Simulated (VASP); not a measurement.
Si, 2 atoms in the cell. It takes space group Imma (No. 74, orthorhombic). Conventional cell: a = 4.590 Å, b = 4.830 Å, c = 2.600 Å, α = 90.00°, β = 90.00°, γ = 90.00°. Within 3.2 Å of Si (site symmetry mm2) lie 8 Si at 2.43 to 2.80 Å. 

```yaml
Program: VASP 6.6.1
Task: electric field gradients
Functional: PBE
Potentials_or_basis: VASP PAW PBE potentials, release 64 (Si)
Cutoff: 520 eV
k_mesh: 16 × 16 × 16
Occupations: fermi-dirac, width 0.05 eV
Spin: no spin polarisation
Dipole_correction: no
Further_INCAR_settings: ALGO = Normal; EDIFF = 1e-08; NBANDS = 11
```

Potentials or basis: VASP PAW PBE potentials, release 64 (Si).

Launch:

```console
$ cat potpaw_PBE.64/Si/POTCAR > POTCAR
$ mpirun -np 1 vasp_std > vasp.out
```

Hardware: 1 thread of Intel(R) Xeon(R) Platinum 8488C (Sapphire Rapids) (shared host).

Problem. How long does it take, and how much memory?

Solution. Wall time 87 s on 1 thread of Intel(R) Xeon(R) Platinum 8488C (Sapphire Rapids), on a shared host, peak memory 0.27 GiB. Counts: scf iterations 11, k points 621.
